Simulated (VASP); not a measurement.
# Ti3ZnH (Pm-3m) in VASP: a series of runs

The runs below take Ti3ZnH through single point, with PBE.

Program: VASP 6.6.1. These are calculated values, not measurements. Logs are shortened: lines on timing, memory, paths and dates and some standing lists are left out, and cuts for length are marked.

**1. The cell of the first run**

The structure is cubic, space group Pm-3m (No. 221). Conventional cell: a = 3.965 Å, b = 3.965 Å, c = 3.965 Å, α = 90.00°, β = 90.00°, γ = 90.00°. Ti (site symmetry 4/mmm) has 2 H at 1.98 Å within 2.6 Å. Within 3.7 Å of Zn (site symmetry m-3m) lie 12 Ti at 2.80 Å and 8 H at 3.43 Å. H (site symmetry m-3m) has 6 Ti at 1.98 Å within 2.6 Å.

**2. Single point, PBE (volume scaled by 0.94)**

Contents of INCAR:

```
SYSTEM = Ti3ZnH
  ALGO = Normal
  EDIFF = 1E-6
  ENCUT = 520
  GGA = PE
  ISIF = 2
  ISMEAR = 0
  LASPH = .True.
  LCHARG = .True.
  LELF = .True.
  LREAL = .False.
  LVHAR = .True.
  LWAVE = .False.
  NBANDS = 32
  NELM = 60
  PREC = Accurate
  SIGMA = 0.1
```

Contents of KPOINTS:

```
k-points
0
Gamma
  10 10 10
  0 0 0
```

Contents of POSCAR:

```
Ti3ZnH
1.0
    3.9646587763      0.0000000000      0.0000000000
    0.0000000000      3.9646587763      0.0000000000
    0.0000000000      0.0000000000      3.9646587763
Ti Zn H
3 1 1
Direct
    0.0000000000      0.5000000000      0.5000000000
    0.5000000000      0.5000000000      0.0000000000
    0.5000000000      0.0000000000      0.5000000000
    0.0000000000      0.0000000000      0.0000000000
    0.5000000000      0.5000000000      0.5000000000
```

Potentials or basis: VASP PAW PBE potentials, release 64 (Ti_sv, Zn, H).

The run is started by

```console
cat potpaw_PBE.64/Ti_sv/POTCAR potpaw_PBE.64/Zn/POTCAR potpaw_PBE.64/H/POTCAR > POTCAR
mpirun -np 1 vasp_std > vasp.out
```

OUTCAR:

```text
SYSTEM = Ti3ZnH
   EDIFF = 1E-6
   ENCUT = 520
   GGA = PE
   ISIF = 2
   ISMEAR = 0
   LASPH = .True.
   LREAL = .False.
   NELM = 60
   PREC = Accurate

 ion  position               nearest neighbor table
   1  0.000  0.500  0.500-   2 2.80   3 2.80   4 2.80   2 2.80   4 2.80   3 2.80   4 2.80   4 2.80
                             2 2.80   3 2.80   2 2.80   3 2.80
   2  0.500  0.500  0.000-   1 2.80   3 2.80   4 2.80   1 2.80   3 2.80   3 2.80   4 2.80   3 2.80
                             1 2.80   4 2.80   1 2.80   4 2.80
   3  0.500  0.000  0.500-   1 2.80   2 2.80   4 2.80   2 2.80   4 2.80   1 2.80   2 2.80   2 2.80
                             1 2.80   4 2.80   4 2.80   1 2.80
   4  0.000  0.000  0.000-   1 2.80   2 2.80   3 2.80   1 2.80   3 2.80   1 2.80   2 2.80   1 2.80
                             2 2.80   3 2.80   3 2.80   2 2.80
   5  0.500  0.500  0.500-

  LATTYP: Found a simple cubic cell.
 ALAT       =     3.9646587763

  Lattice vectors:

 A1 = (   3.9646587763,   0.0000000000,   0.0000000000)
 A2 = (   0.0000000000,   3.9646587763,   0.0000000000)
 A3 = (   0.0000000000,   0.0000000000,   3.9646587763)

Analysis of symmetry for initial positions (statically):
=====================================================================
 Subroutine PRICEL returns:
 Original cell was already a primitive cell.

 Routine SETGRP: Setting up the symmetry group for a
 simple cubic supercell.

 Subroutine GETGRP returns: Found 48 space group operations
 (whereof 48 operations were pure point group operations)
 out of a pool of 48 trial point group operations.

The static configuration has the point symmetry O_h .

Analysis of symmetry for dynamics (positions and initial velocities):
=====================================================================
 Subroutine PRICEL returns:
 Original cell was already a primitive cell.

 Routine SETGRP: Setting up the symmetry group for a
 simple cubic supercell.

 Subroutine GETGRP returns: Found 48 space group operations
 (whereof 48 operations were pure point group operations)
 out of a pool of 48 trial point group operations.

The dynamic configuration has the point symmetry O_h .

 Subroutine INISYM returns: Found 48 space group operations
 (whereof 48 operations are pure point group operations),
 and found     1 'primitive' translations

----------------------------------------------------------------------------------------

[... 95 lines left out ...]
   LASPH  =      T    aspherical Exc in radial PAW
   ENCUT  =  520.0 eV  38.22 Ry    6.18 a.u.   7.37  7.37  7.37*2*pi/ulx,y,z
   NELM   =     60;   NELMIN=  2; NELMDL= -5     # of ELM steps
   EDIFF  = 0.1E-05   stopping-criterion for ELM
   LREAL  =      F    real-space projection
   EDIFFG = 0.1E-04   stopping-criterion for IOM
   NSW    =      0    number of steps for IOM
   IBRION =     -1    ionic relax: 0-MD 1-quasi-New 2-CG
   NFREE  =      0    steps in history (QN), initial steepest desc. (CG)
   ISIF   =      2    stress and relaxation
   ISYM   =      2    0-nonsym 1-usesym 2-fastsym
   POTIM  = 0.5000    time-step for ionic-motion
   TEBEG  =    0.0;   TEEND  =   0.0 temperature during run
   PSTRESS=    0.0 pullay stress
   NELECT =      49.0000    total number of electrons
   NUPDOWN=      -1.0000    fix difference up-down
   EMIN   =  10.00;   EMAX   =-10.00  energy-range for DOS
   EFERMI =   0.00;   METHOD = LEGACY
   ISMEAR =     0;   SIGMA  =   0.10  broadening in eV -4-tet -1-fermi 0-gaus
   EFERMI_NEDOS =   21; number of points for ismear=-14 and -15
   IALGO  =     38    algorithm
   IMIX   =      4    mixing-type and parameters
     AMIX     =   0.40;   BMIX     =  1.00
     AMIX_MAG =   1.60;   BMIX_MAG =  1.00
  volume/ion in A,a.u.               =      12.46        84.11
  Fermi-wavevector in a.u.,A,eV,Ry     =   1.511011  2.855397 31.064211  2.283155
  Thomas-Fermi vector in A             =   2.621125
   LORBIT       =      0    0 simple, 1 ext, 2 COOP (PROOUT), +10 PAW based schemes
   GGA     = PE    functional components
   LHFCALC =     F    Hartree Fock is set to
   AEXX    =    0.0000 exact exchange contribution
   IVDW    =     0    specifies the selected vdW correction
   LEPSILON=     F    determine dielectric tensor
   LRPA    =     F    only Hartree local field effects (RPA)
 non-spin polarized calculation
 Gauss-broadening in eV      SIGMA  =   0.10
  energy-cutoff  :      520.00
  volume of cell :       62.32
 maximum number of plane-waves:      1743
 NGX is ok and might be reduce to    30
   NGX = 15   NGY = 15   NGZ = 15

 number of electron      49.0000017 magnetization

 Free energy of the ion-electron system (eV)
  ---------------------------------------------------
  ext. energy  EPLUGINS =         0.00000000
  ---------------------------------------------------
  free energy    TOTEN  =       -29.20482003 eV

  energy without entropy =      -29.19529358  energy(sigma->0) =      -29.20005680

 E-fermi :   7.8998     XC(G=0): -12.0544

 val. band max:        7.8523643525   @ k =   0.4000   0.3000   0.0000
 cond. band min:       7.9434857356   @ k =   0.3000   0.2000   0.1000
 fundamental gap:      0.0911213832
 Fermi energy:         7.8997729147

 k-point     1 :       0.0000    0.0000    0.0000
  band No.  band energies     occupation
      1     -48.6733      2.00000
      2     -48.4809      2.00000
      3     -48.4809      2.00000
      4     -25.1855      2.00000
      5     -25.1855      2.00000
      6     -25.1855      2.00000
[... 829 lines left out ...]
     31      10.7023      0.00000
     32      10.7889      0.00000

 [... further k-points ...]
[... 5 lines left out ...]
  --------------------------------------------------------------------------------------
  -------------------------------------------------------------------------------------
  Total        3.2440123      3.2440123      3.2440123      0.0000000      0.0000000      0.0000000
  in kB       83.4018382     83.4018382     83.4018382      0.0000000      0.0000000      0.0000000
  external PRESSURE =      83.4018382 kB  Pullay stress =       0.0000000 kB

 VOLUME and BASIS-vectors are now :
 -----------------------------------------------------------------------------
  energy-cutoff  :      520.00
  volume of cell :       62.32
      direct lattice vectors                 reciprocal lattice vectors
     3.964658776  0.000000000  0.000000000     0.252228516  0.000000000  0.000000000
     0.000000000  3.964658776  0.000000000     0.000000000  0.252228516  0.000000000
     0.000000000  0.000000000  3.964658776     0.000000000  0.000000000  0.252228516

 POSITION                                       TOTAL-FORCE (eV/Angst)
 -----------------------------------------------------------------------------------
      0.00000      1.98233      1.98233         0.000000      0.000000      0.000000
      1.98233      1.98233      0.00000         0.000000      0.000000      0.000000
      1.98233      0.00000      1.98233         0.000000      0.000000      0.000000
      0.00000      0.00000      0.00000         0.000000      0.000000      0.000000
      1.98233      1.98233      1.98233         0.000000      0.000000      0.000000
 -----------------------------------------------------------------------------------
    total drift:                                0.000000      0.000000     -0.000000

  FREE ENERGIE OF THE ION-ELECTRON SYSTEM (eV)
  ---------------------------------------------------
  free  energy   TOTEN  =       -29.2048200281 eV

  energy  without entropy=      -29.1952935817  energy(sigma->0) =      -29.20005680
```

OSZICAR:

```text
N       E                     dE             d eps       ncg     rms          rms(c)
DAV:   1     0.554182484919E+03    0.55418E+03   -0.24693E+04  3608   0.206E+03
DAV:   2     0.350721670548E+02   -0.51911E+03   -0.50601E+03  3640   0.551E+02
DAV:   3    -0.263864044661E+02   -0.61459E+02   -0.59376E+02  5760   0.169E+02
DAV:   4    -0.326602034170E+02   -0.62738E+01   -0.62196E+01  5480   0.464E+01
DAV:   5    -0.329015523915E+02   -0.24135E+00   -0.24126E+00  4848   0.775E+00    0.178E+01
DAV:   6    -0.292127372124E+02    0.36888E+01   -0.14437E+01  4800   0.349E+01    0.515E+00
DAV:   7    -0.291822461018E+02    0.30491E-01   -0.14521E+00  5408   0.732E+00    0.254E+00
DAV:   8    -0.292020859518E+02   -0.19840E-01   -0.25347E-01  5096   0.474E+00    0.118E+00
DAV:   9    -0.292043385163E+02   -0.22526E-02   -0.63002E-02  4936   0.239E+00    0.218E-01
DAV:  10    -0.292048027074E+02   -0.46419E-03   -0.13128E-02  5560   0.789E-01    0.241E-01
DAV:  11    -0.292048519402E+02   -0.49233E-04   -0.14552E-03  4864   0.276E-01    0.111E-01
DAV:  12    -0.292048201747E+02    0.31766E-04   -0.24786E-04  4928   0.107E-01    0.212E-02
DAV:  13    -0.292048186808E+02    0.14939E-05   -0.23092E-05  5000   0.408E-02    0.476E-03
DAV:  14    -0.292048199843E+02   -0.13035E-05   -0.16767E-06  3576   0.104E-02    0.245E-03
DAV:  15    -0.292048200281E+02   -0.43830E-07   -0.14538E-07  2640   0.340E-03
   1 F= -.29204820E+02 E0= -.29200057E+02  d E =-.952645E-02
```

stdout:

```text
POSCAR found type information on POSCAR TiZnH
 POSCAR found :  3 types and       5 ions
 scaLAPACK will be used
 LDA part: xc-table for (Slater+PW92), standard interpolation
 POSCAR, INCAR and KPOINTS ok, starting setup
 FFT: planning ... GRIDC
 FFT: planning ... GRID_SOFT
 FFT: planning ... GRID
 WAVECAR not read
 entering main loop
```

Wall time 1.9 min (1 thread of AMD EPYC 7R43 (Zen 3), shared host); peak memory 0.21 GiB.

Results:

```yaml
Free_energy: -29.2048 eV
Pressure: 8.3 GPa
```

Levels at points of the mesh, in eV from the Fermi level:
```csv
k point,band 21,band 22,band 23,band 24,band 25,band 26,band 27,band 28,band 29,band 30
"(0.00, 0.00, 0.00)",-1.14,-1.14,-1.06,-1.06,1.90,1.90,1.90,2.19,2.19,2.19
"(0.50, 0.00, 0.00)",-0.99,-0.99,-0.86,0.25,0.44,0.44,1.15,1.19,1.61,2.11
"(0.50, 0.50, 0.00)",-2.89,-1.12,-0.63,-0.36,-0.36,0.79,0.79,1.57,1.57,1.86
"(0.50, 0.50, 0.50)",-2.09,-2.09,-0.32,-0.32,-0.32,0.76,0.76,0.76,1.87,1.87
```

**3. Single point, PBE (volume scaled by 0.97)**

Contents of INCAR:

```
PREC = Accurate
ENCUT = 520
EDIFF = 1E-6
ISMEAR = 0
SIGMA = 0.1
LREAL = False
LASPH = True
NELM = 80
ALGO = Normal
ISIF = 2
LWAVE = False
LCHARG = False
GGA = PE
NBANDS = 32
```

Contents of KPOINTS:

```
regular mesh
0
Gamma
  10 10 10
```

POSCAR, as its differences from that of step 2:

```diff
@@ -2,5 +2,5 @@
 1.0
-    3.9646587763      0.0000000000      0.0000000000
-    0.0000000000      3.9646587763      0.0000000000
-    0.0000000000      0.0000000000      3.9646587763
+    4.0063950936      0.0000000000      0.0000000000
+    0.0000000000      4.0063950936      0.0000000000
+    0.0000000000      0.0000000000      4.0063950936
 Ti Zn H
```

Potentials or basis: VASP PAW PBE potentials, release 64 (Ti_sv, Zn, H).

The run is started by

```console
cat potpaw_PBE.64/Ti_sv/POTCAR potpaw_PBE.64/Zn/POTCAR potpaw_PBE.64/H/POTCAR > POTCAR
mpirun -np 1 vasp_std > vasp.out
```

OUTCAR:

```text
PREC = Accurate
   ENCUT = 520
   EDIFF = 1E-6
   ISMEAR = 0
   LREAL = False
   LASPH = True
   NELM = 80
   ISIF = 2
   GGA = PE

 ion  position               nearest neighbor table
   1  0.000  0.500  0.500-   2 2.83   3 2.83   4 2.83   2 2.83   4 2.83   3 2.83   4 2.83   4 2.83
                             2 2.83   3 2.83   2 2.83   3 2.83
   2  0.500  0.500  0.000-   1 2.83   3 2.83   4 2.83   1 2.83   3 2.83   3 2.83   4 2.83   3 2.83
                             1 2.83   4 2.83   1 2.83   4 2.83
   3  0.500  0.000  0.500-   1 2.83   2 2.83   4 2.83   2 2.83   4 2.83   1 2.83   2 2.83   2 2.83
                             1 2.83   4 2.83   4 2.83   1 2.83
   4  0.000  0.000  0.000-   1 2.83   2 2.83   3 2.83   1 2.83   3 2.83   1 2.83   2 2.83   1 2.83
                             2 2.83   3 2.83   3 2.83   2 2.83
   5  0.500  0.500  0.500-

  LATTYP: Found a simple cubic cell.
 ALAT       =     4.0063950936

  Lattice vectors:

 A1 = (   4.0063950936,   0.0000000000,   0.0000000000)
 A2 = (   0.0000000000,   4.0063950936,   0.0000000000)
 A3 = (   0.0000000000,   0.0000000000,   4.0063950936)

Analysis of symmetry for initial positions (statically):
=====================================================================
 Subroutine PRICEL returns:
 Original cell was already a primitive cell.

 Routine SETGRP: Setting up the symmetry group for a
 simple cubic supercell.

 Subroutine GETGRP returns: Found 48 space group operations
 (whereof 48 operations were pure point group operations)
 out of a pool of 48 trial point group operations.

The static configuration has the point symmetry O_h .

Analysis of symmetry for dynamics (positions and initial velocities):
=====================================================================
 Subroutine PRICEL returns:
 Original cell was already a primitive cell.

 Routine SETGRP: Setting up the symmetry group for a
 simple cubic supercell.

 Subroutine GETGRP returns: Found 48 space group operations
 (whereof 48 operations were pure point group operations)
[... 124 lines left out ...]
   EFERMI_NEDOS =   21; number of points for ismear=-14 and -15
   IALGO  =     38    algorithm
   IMIX   =      4    mixing-type and parameters
     AMIX     =   0.40;   BMIX     =  1.00
     AMIX_MAG =   1.60;   BMIX_MAG =  1.00
  volume/ion in A,a.u.               =      12.86        86.79
  Fermi-wavevector in a.u.,A,eV,Ry     =   1.495270  2.825651 30.420364  2.235834
  Thomas-Fermi vector in A             =   2.607437
   LORBIT       =      0    0 simple, 1 ext, 2 COOP (PROOUT), +10 PAW based schemes
   GGA     = PE    functional components
   LHFCALC =     F    Hartree Fock is set to
   AEXX    =    0.0000 exact exchange contribution
   IVDW    =     0    specifies the selected vdW correction
   LEPSILON=     F    determine dielectric tensor
   LRPA    =     F    only Hartree local field effects (RPA)
 non-spin polarized calculation
 Gauss-broadening in eV      SIGMA  =   0.10
  energy-cutoff  :      520.00
  volume of cell :       64.31
 maximum number of plane-waves:      1763
 NGX is ok and might be reduce to    30
   NGX = 15   NGY = 15   NGZ = 15

 number of electron      49.0000028 magnetization

 Free energy of the ion-electron system (eV)
  ---------------------------------------------------
  ext. energy  EPLUGINS =         0.00000000
  ---------------------------------------------------
  free energy    TOTEN  =       -29.28074956 eV

  energy without entropy =      -29.27059000  energy(sigma->0) =      -29.27566978

 E-fermi :   7.5910     XC(G=0): -11.8970

 val. band max:        7.5505536655   @ k =   0.4000   0.3000   0.0000
 cond. band min:       7.6305384226   @ k =   0.3000   0.2000   0.1000
 fundamental gap:      0.0799847570
 Fermi energy:         7.5910313965

 k-point     1 :       0.0000    0.0000    0.0000
  band No.  band energies     occupation
      1     -49.0400      2.00000
      2     -48.8703      2.00000
      3     -48.8703      2.00000
      4     -25.5252      2.00000
      5     -25.5252      2.00000
      6     -25.5252      2.00000
[... 829 lines left out ...]
     31      10.2781      0.00000
     32      10.3741      0.00000

 [... further k-points ...]
[... 5 lines left out ...]
  --------------------------------------------------------------------------------------
  -------------------------------------------------------------------------------------
  Total        1.5493739      1.5493739      1.5493739     -0.0000000     -0.0000000      0.0000000
  in kB       38.6016168     38.6016168     38.6016168     -0.0000000     -0.0000000      0.0000000
  external PRESSURE =      38.6016168 kB  Pullay stress =       0.0000000 kB

 VOLUME and BASIS-vectors are now :
 -----------------------------------------------------------------------------
  energy-cutoff  :      520.00
  volume of cell :       64.31
      direct lattice vectors                 reciprocal lattice vectors
     4.006395094  0.000000000  0.000000000     0.249600945  0.000000000  0.000000000
     0.000000000  4.006395094  0.000000000     0.000000000  0.249600945  0.000000000
     0.000000000  0.000000000  4.006395094     0.000000000  0.000000000  0.249600945

 POSITION                                       TOTAL-FORCE (eV/Angst)
 -----------------------------------------------------------------------------------
      0.00000      2.00320      2.00320         0.000000      0.000000      0.000000
      2.00320      2.00320      0.00000         0.000000      0.000000      0.000000
      2.00320      0.00000      2.00320         0.000000      0.000000      0.000000
      0.00000      0.00000      0.00000         0.000000      0.000000      0.000000
      2.00320      2.00320      2.00320         0.000000      0.000000      0.000000
 -----------------------------------------------------------------------------------
    total drift:                                0.000000      0.000000     -0.000000

  FREE ENERGIE OF THE ION-ELECTRON SYSTEM (eV)
  ---------------------------------------------------
  free  energy   TOTEN  =       -29.2807495623 eV

  energy  without entropy=      -29.2705900028  energy(sigma->0) =      -29.27566978
```

stdout:

```text
POSCAR found type information on POSCAR TiZnH
 POSCAR found :  3 types and       5 ions
 scaLAPACK will be used
 LDA part: xc-table for (Slater+PW92), standard interpolation
 POSCAR, INCAR and KPOINTS ok, starting setup
 FFT: planning ... GRIDC
 FFT: planning ... GRID_SOFT
 FFT: planning ... GRID
 WAVECAR not read
 entering main loop
```

Run time: 1.8 min. Hardware: 1 thread of AMD EPYC 7R43 (Zen 3), shared host; peak memory 0.21 GiB.

What came out:

```
Free energy : -29.2807 eV
Pressure    : 3.9 GPa
```

Levels at points of the mesh, in eV from the Fermi level:
```
           k point  band 23  band 24  band 25  band 26  band 27  band 28
(0.00, 0.00, 0.00)    -1.03    -1.03     1.80     1.80     1.80     2.11
(0.50, 0.00, 0.00)    -0.81     0.23     0.41     0.41     1.11     1.14
(0.50, 0.50, 0.00)    -0.63    -0.33    -0.33     0.76     0.76     1.52
(0.50, 0.50, 0.50)    -0.35    -0.35    -0.35     0.74     0.74     0.74
```
